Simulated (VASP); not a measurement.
# Ba (Im-3m) in VASP: notebook

Runs on Ba. Level: LDA. Tasks: single point.

Program: VASP 6.6.1. These are calculated values, not measurements. Logs are shortened: lines on timing, memory, paths and dates and some standing lists are left out, and cuts for length are marked.

## 1. The cell of the first run

Symmetry: Im-3m, No. 229, cubic system. The conventional cell has a = 4.820 Å, b = 4.820 Å, c = 4.820 Å, α = 90.00°, β = 90.00°, γ = 90.00°. Within 5.5 Å of Ba (site symmetry m-3m) lie 14 Ba at 4.17 to 4.82 Å.

## 2. Single point, LDA (56.01 Å³/atom)

INCAR

```
  PREC = Accurate
  ENCUT = 520
  EDIFF = 1E-6
  ISMEAR = -1
  SIGMA = 0.1
  LREAL = False
  LASPH = True
  NELM = 80
  ALGO = Normal
  ISIF = 2
  LWAVE = False
  LCHARG = True
  GGA = CA
  LELF = True
  LVHAR = True
  NBANDS = 11
```

KPOINTS

```
regular mesh
0
Gamma
  15 15 15
```

POSCAR

```
Ba
1.0
   -2.4102439297      2.4102439297      2.4102439297
    2.4102439297     -2.4102439297      2.4102439297
    2.4102439297      2.4102439297     -2.4102439297
Ba
1
Direct
    0.0000000000      0.0000000000      0.0000000000
```

Potentials or basis: VASP PAW LDA potentials, release 64 (Ba_sv).

Launch:

```bash
> cat potpaw_LDA.64/Ba_sv/POTCAR > POTCAR
> mpirun -np 1 vasp_std > vasp.out
```

OUTCAR:

```text
PREC = Accurate
   ENCUT = 520
   EDIFF = 1E-6
   ISMEAR = -1
   LREAL = False
   LASPH = True
   NELM = 80
   ISIF = 2
   GGA = CA

 ion  position               nearest neighbor table
   1  0.000  0.000  0.000-

  LATTYP: Found a body centered cubic cell.
 ALAT       =     4.8204878594

  Lattice vectors:

 A1 = (  -2.4102439297,   2.4102439297,   2.4102439297)
 A2 = (   2.4102439297,  -2.4102439297,   2.4102439297)
 A3 = (   2.4102439297,   2.4102439297,  -2.4102439297)

Analysis of symmetry for initial positions (statically):
=====================================================================
 Subroutine PRICEL returns:
 Original cell was already a primitive cell.

 Routine SETGRP: Setting up the symmetry group for a
 body centered cubic supercell.

 Subroutine GETGRP returns: Found 48 space group operations
 (whereof 48 operations were pure point group operations)
 out of a pool of 48 trial point group operations.

The static configuration has the point symmetry O_h .

Analysis of symmetry for dynamics (positions and initial velocities):
=====================================================================
 Subroutine PRICEL returns:
 Original cell was already a primitive cell.

 Routine SETGRP: Setting up the symmetry group for a
 body centered cubic supercell.

 Subroutine GETGRP returns: Found 48 space group operations
 (whereof 48 operations were pure point group operations)
 out of a pool of 48 trial point group operations.

The dynamic configuration has the point symmetry O_h .

 Subroutine INISYM returns: Found 48 space group operations
 (whereof 48 operations are pure point group operations),
 and found     1 'primitive' translations

----------------------------------------------------------------------------------------

                                     Primitive cell

  volume of cell :      56.0071

  direct lattice vectors                    reciprocal lattice vectors
    -2.410243930  2.410243930  2.410243930     0.000000000  0.207447883  0.207447883
     2.410243930 -2.410243930  2.410243930     0.207447883  0.000000000  0.207447883
     2.410243930  2.410243930 -2.410243930     0.207447883  0.207447883  0.000000000

  length of vectors
     4.174664945  4.174664945  4.174664945     0.293375609  0.293375609  0.293375609

  position of ions in fractional coordinates (direct lattice)
     0.000000000  0.000000000  0.000000000

  ion indices of the primitive-cell ions
   primitive index   ion index
                 1           1

----------------------------------------------------------------------------------------

 KPOINTS: regular mesh

Automatic generation of k-mesh.
 Grid dimensions read from file:
 generate k-points for:   15   15   15

 Generating k-lattice:

  Cartesian coordinates                     Fractional coordinates (reciprocal lattice)
     0.000000000  0.013829859  0.013829859     0.066666667  0.000000000  0.000000000
     0.013829859  0.000000000  0.013829859     0.000000000  0.066666667  0.000000000
     0.013829859  0.013829859  0.000000000     0.000000000  0.000000000  0.066666667

  Length of vectors
     0.019558374  0.019558374  0.019558374

  Shift w.r.t. Gamma in fractional coordinates (k-lattice)
     0.000000000  0.000000000  0.000000000

 Subroutine IBZKPT returns following result:
 ===========================================

 Found    120 irreducible k-points:

 Following reciprocal coordinates:
            Coordinates               Weight
  0.000000  0.000000  0.000000      1.000000
  0.066667  0.000000  0.000000     12.000000
  0.133333  0.000000  0.000000     12.000000
  0.200000  0.000000  0.000000     12.000000
  0.266667  0.000000  0.000000     12.000000
  0.333333  0.000000  0.000000     12.000000
[... 16 lines left out ...]
  0.333333  0.200000  0.000000     48.000000
  0.400000  0.200000 -0.000000     24.000000
 [... further k-points ...]
   k-points           NKPTS =    120   k-points in BZ     NKDIM =    120   number of bands    NBANDS=     11
   number of dos      NEDOS =    301   number of ions     NIONS =      1
   total plane-waves  NPLWV =  32768
   dimension x,y,z NGX =    32 NGY =   32 NGZ =   32
   dimension x,y,z NGXF=    64 NGYF=   64 NGZF=   64
   ions per type =               1
   NGX,Y,Z   is equivalent  to a cutoff of  12.74, 12.74, 12.74 a.u.
   NGXF,Y,Z  is equivalent  to a cutoff of  25.49, 25.49, 25.49 a.u.
 SYSTEM =  unknown system
   PREC   = accura    normal or accurate (medium, high low for compatibility)
   ISTART =      0    job   : 0-new  1-cont  2-samecut
   ICHARG =      2    charge: 1-file 2-atom 10-const
   ISPIN  =      1    spin polarized calculation?
   LNONCOLLINEAR =      F non collinear calculations
   LSORBIT =      F    spin-orbit coupling
   LASPH  =      T    aspherical Exc in radial PAW
   ENCUT  =  520.0 eV  38.22 Ry    6.18 a.u.   7.76  7.76  7.76*2*pi/ulx,y,z
   NELM   =     80;   NELMIN=  2; NELMDL= -5     # of ELM steps
   EDIFF  = 0.1E-05   stopping-criterion for ELM
   LREAL  =      F    real-space projection
   EDIFFG = 0.1E-04   stopping-criterion for IOM
   NSW    =      0    number of steps for IOM
   IBRION =     -1    ionic relax: 0-MD 1-quasi-New 2-CG
   NFREE  =      0    steps in history (QN), initial steepest desc. (CG)
   ISIF   =      2    stress and relaxation
   ISYM   =      2    0-nonsym 1-usesym 2-fastsym
   POTIM  = 0.5000    time-step for ionic-motion
   TEBEG  =    0.0;   TEEND  =   0.0 temperature during run
   PSTRESS=    0.0 pullay stress
   NELECT =      10.0000    total number of electrons
   NUPDOWN=      -1.0000    fix difference up-down
   EMIN   =  10.00;   EMAX   =-10.00  energy-range for DOS
   EFERMI =   0.00;   METHOD = LEGACY
   ISMEAR =    -1;   SIGMA  =   0.10  broadening in eV -4-tet -1-fermi 0-gaus
   EFERMI_NEDOS =   21; number of points for ismear=-14 and -15
   IALGO  =     38    algorithm
   IMIX   =      4    mixing-type and parameters
     AMIX     =   0.40;   BMIX     =  1.00
     AMIX_MAG =   1.60;   BMIX_MAG =  1.00
  volume/ion in A,a.u.               =      56.01       377.95
  Fermi-wavevector in a.u.,A,eV,Ry     =   0.921851  1.742045 11.562345  0.849808
  Thomas-Fermi vector in A             =   2.047313
   LORBIT       =      0    0 simple, 1 ext, 2 COOP (PROOUT), +10 PAW based schemes
   GGA     = CA    functional components
   LHFCALC =     F    Hartree Fock is set to
   AEXX    =    0.0000 exact exchange contribution
   IVDW    =     0    specifies the selected vdW correction
   LEPSILON=     F    determine dielectric tensor
   LRPA    =     F    only Hartree local field effects (RPA)
 non-spin polarized calculation
  energy-cutoff  :      520.00
  volume of cell :       56.01
 maximum number of plane-waves:      1523
   NGX = 15   NGY = 15   NGZ = 15

 number of electron      10.0000001 magnetization

 Free energy of the ion-electron system (eV)
  ---------------------------------------------------
  ext. energy  EPLUGINS =         0.00000000
  ---------------------------------------------------
  free energy    TOTEN  =        -2.26813069 eV

  energy without entropy =       -2.22676139  energy(sigma->0) =       -2.24744604

 E-fermi :   1.8467     XC(G=0):  -8.0076

 val. band max:        1.8028119591   @ k =   0.2667   0.2667   0.0667
 cond. band min:       1.8629921707   @ k =   0.3333   0.2667   0.0667
 fundamental gap:      0.0601802116
 Fermi energy:         1.8467204041

 k-point     1 :       0.0000    0.0000    0.0000
  band No.  band energies     occupation
      1     -26.8003      2.00000
      2     -11.6768      2.00000
      3     -11.6768      2.00000
      4     -11.6768      2.00000
      5      -0.9675      2.00000
      6       3.7169      0.00000
      7       3.7169      0.00000
      8       3.7169      0.00000
      9       5.3453      0.00000
     10       5.3453      0.00000
     11       9.1511      0.00000

 k-point     2 :       0.0667    0.0000    0.0000
  band No.  band energies     occupation
      1     -26.7971      2.00000
      2     -11.7093      2.00000
      3     -11.6865      2.00000
      4     -11.6771      2.00000
      5      -0.8698      2.00000
      6       3.6378      0.00000
      7       3.6816      0.00000
      8       3.8156      0.00000
      9       5.2014      0.00000
     10       5.3364      0.00000
     11       9.2653      0.00000

 k-point     3 :       0.1333    0.0000    0.0000
  band No.  band energies     occupation
      1     -26.7882      2.00000
      2     -11.7993      2.00000
      3     -11.7136      2.00000
      4     -11.6779      2.00000
      5      -0.5923      2.00000
      6       3.4334      0.00000
      7       3.5323      0.00000
      8       4.1080      0.00000
      9       4.9902      0.00000
     10       5.3255      0.00000
     11       9.5516      0.00000

 k-point     4 :       0.2000    0.0000    0.0000
  band No.  band energies     occupation
      1     -26.7751      2.00000
      2     -11.9274      2.00000
      3     -11.7531      2.00000
      4     -11.6791      2.00000
      5      -0.1828      2.00000
      6       3.1715      0.00000
      7       3.2574      0.00000
      8       4.5843      0.00000
      9       4.9655      0.00000
     10       5.3466      0.00000
     11       9.7809      0.00000

 k-point     5 :       0.2667    0.0000    0.0000
  band No.  band energies     occupation
      1     -26.7599      2.00000
      2     -12.0687      2.00000
      3     -11.7977      2.00000
      4     -11.6805      2.00000
      5       0.2691      2.00000
      6       2.9117      0.00005
      7       3.0125      0.00002
      8       5.1032      0.00000
      9       5.2266      0.00000
     10       5.4284      0.00000
     11       9.5437      0.00000

 k-point     6 :       0.3333    0.0000    0.0000
  band No.  band energies     occupation
      1     -26.7453      2.00000
      2     -12.1986      2.00000
      3     -11.8396      2.00000
      4     -11.6818      2.00000
      5       0.6274      1.99999
      6       2.6928      0.00042
      7       2.9818      0.00002
      8       5.2797      0.00000
      9       5.5809      0.00000
     10       6.0045      0.00000
     11       8.9397      0.00000

 k-point     7 :       0.4000    0.0000    0.0000
  band No.  band energies     occupation
      1     -26.7339      2.00000
      2     -12.2968      2.00000
      3     -11.8719      2.00000
      4     -11.6829      2.00000
      5       0.7967      1.99994
      6       2.5371      0.00201
      7       3.2167      0.00000
      8       5.3720      0.00000
      9       5.7837      0.00000
     10       6.8519      0.00000
     11       8.3362      0.00000

 k-point     8 :       0.4667    0.0000    0.0000
  band No.  band energies     occupation
      1     -26.7276      2.00000
      2     -12.3495      2.00000
      3     -11.8895      2.00000
      4     -11.6835      2.00000
      5       0.8366      1.99992
      6       2.4566      0.00448
      7       3.5010      0.00000
      8       5.3440      0.00000
      9       5.9554      0.00000
     10       7.5573      0.00000
     11       7.9460      0.00000
[... 141 lines left out ...]
 k-point    19 :       0.3333    0.1333    0.0000
  band No.  band energies     occupation
      1     -26.7303      2.00000
      2     -12.2733      2.00000
      3     -11.9057      2.00000
      4     -11.7216      2.00000
      5       1.0781      1.99908
      6       2.5256      0.00225
      7       2.9727      0.00003
      8       5.1572      0.00000
      9       5.9301      0.00000
     10       7.1096      0.00000
     11       8.7482      0.00000

 k-point    20 :       0.4000    0.1333    0.0000
  band No.  band energies     occupation
      1     -26.7246      2.00000
      2     -12.3139      2.00000
      3     -11.9296      2.00000
      4     -11.7229      2.00000
      5       1.1214      1.99859
      6       2.4770      0.00365
      7       3.1986      0.00000
      8       5.1670      0.00000
      9       6.0459      0.00000
     10       7.7700      0.00000
     11       8.4955      0.00000

 k-point    21 :       0.2000    0.2000    0.0000
  band No.  band energies     occupation
      1     -26.7418      2.00000
      2     -12.1737      2.00000
      3     -11.8635      2.00000
      4     -11.7321      2.00000
      5       0.9365      1.99978
      6       2.5368      0.00201
      7       2.8373      0.00010
      8       4.8865      0.00000
      9       5.8973      0.00000
     10       6.2880      0.00000
     11       9.2573      0.00000

 k-point    22 :       0.2667    0.2000    0.0000
  band No.  band energies     occupation
      1     -26.7310      2.00000
      2     -12.2309      2.00000
      3     -11.9256      2.00000
      4     -11.7415      2.00000
      5       1.2731      1.99357
      6       2.4270      0.00602
      7       2.8196      0.00012
      8       5.0572      0.00000
      9       5.8955      0.00000
     10       7.0515      0.00000
     11       8.8728      0.00000

 k-point    23 :       0.3333    0.2000    0.0000
  band No.  band energies     occupation
      1     -26.7236      2.00000
      2     -12.2644      2.00000
      3     -11.9741      2.00000
      4     -11.7461      2.00000
      5       1.4087      1.97526
      6       2.4418      0.00519
      7       2.8988      0.00005
      8       5.1816      0.00000
      9       5.9284      0.00000
     10       7.7164      0.00000
     11       8.3861      0.00000

 k-point    24 :       0.4000    0.2000   -0.0000
  band No.  band energies     occupation
      1     -26.7210      2.00000
      2     -12.2751      2.00000
      3     -11.9925      2.00000
      4     -11.7475      2.00000
      5       1.4290      1.96977
      6       2.4576      0.00444
      7       2.9691      0.00003
      8       5.1827      0.00000
      9       6.0305      0.00000
     10       7.8625      0.00000
     11       8.2658      0.00000

 [... further k-points ...]
[... 5 lines left out ...]
  --------------------------------------------------------------------------------------
  -------------------------------------------------------------------------------------
  Total       -0.1038501     -0.1038501     -0.1038501      0.0000000      0.0000000     -0.0000000
  in kB       -2.9708083     -2.9708083     -2.9708083      0.0000000      0.0000000     -0.0000000
  external PRESSURE =      -2.9708083 kB  Pullay stress =       0.0000000 kB

 VOLUME and BASIS-vectors are now :
 -----------------------------------------------------------------------------
  energy-cutoff  :      520.00
  volume of cell :       56.01
      direct lattice vectors                 reciprocal lattice vectors
    -2.410243930  2.410243930  2.410243930     0.000000000  0.207447883  0.207447883
     2.410243930 -2.410243930  2.410243930     0.207447883  0.000000000  0.207447883
     2.410243930  2.410243930 -2.410243930     0.207447883  0.207447883  0.000000000

 POSITION                                       TOTAL-FORCE (eV/Angst)
 -----------------------------------------------------------------------------------
      0.00000      0.00000      0.00000         0.000000      0.000000      0.000000
 -----------------------------------------------------------------------------------
    total drift:                                0.000000     -0.000000     -0.000000

  FREE ENERGIE OF THE ION-ELECTRON SYSTEM (eV)
  ---------------------------------------------------
  free  energy   TOTEN  =        -2.2681306901 eV

  energy  without entropy=       -2.2267613935  energy(sigma->0) =       -2.24744604
```

It took 23 s on 1 thread of Intel Xeon Platinum 8488C (Sapphire Rapids), shared host; peak memory 0.2 GiB.

Results:

| Property | Result |
| --- | --- |
| Free energy | -2.2681 eV |
| Pressure | -0.3 GPa |
| Band gap on the k mesh | zero (bands 5 and 6 overlap by 1.16 eV) |

Levels at points of the mesh, in eV from the Fermi level:
```csv
k point,band 3,band 4,band 5,band 6,band 7,band 8
"(0.00, 0.00, 0.00)",-13.52,-13.52,-2.81,1.87,1.87,1.87
```

Caveat: spin-orbit coupling is left out, which moves the levels of the heavy elements.

## 3. Single point, LDA (58.16 Å³/atom)

This run uses another cell than the first one, of 58.16 Å³/atom.

INCAR

```
ALGO = Normal
EDIFF = 1E-6
ENCUT = 520
GGA = CA
ISIF = 2
ISMEAR = -1
LASPH = T
LCHARG = F
LREAL = F
LWAVE = F
NBANDS = 11
NELM = 80
PREC = Accurate
SIGMA = 0.1
```

KPOINTS

```
k-points
0
Gamma
  15 15 15
```

POSCAR

```
Ba
1.0
   -2.4407565857      2.4407565857      2.4407565857
    2.4407565857     -2.4407565857      2.4407565857
    2.4407565857      2.4407565857     -2.4407565857
Ba
1
Direct
    0.0000000000      0.0000000000      0.0000000000
```

Potentials or basis: VASP PAW LDA potentials, release 64 (Ba_sv).

Launch:

```bash
> cat potpaw_LDA.64/Ba_sv/POTCAR > POTCAR
> mpirun -np 1 vasp_std > vasp.out
```

Run time: 24 s. Hardware: 1 thread of Intel Xeon Platinum 8488C (Sapphire Rapids), shared host; peak memory 0.2 GiB.

It converged, with:

* Free energy: -2.2618 eV
* Pressure: -0.6 GPa
* Band gap on the k mesh: zero (bands 5 and 6 overlap by 1.08 eV)

Levels at points of the mesh, in eV from the Fermi level:
| k point | band 3 | band 4 | band 5 | band 6 | band 7 | band 8 |
| --- | --- | --- | --- | --- | --- | --- |
| (0.00, 0.00, 0.00) | -13.61 | -13.61 | -2.80 | 1.83 | 1.83 | 1.83 |

Caveat: spin-orbit coupling is left out, which moves the levels of the heavy elements.

(Continued in part 2 of 2.)

The gap in the log of VASP goes by the Fermi energy; the results here count the filled bands.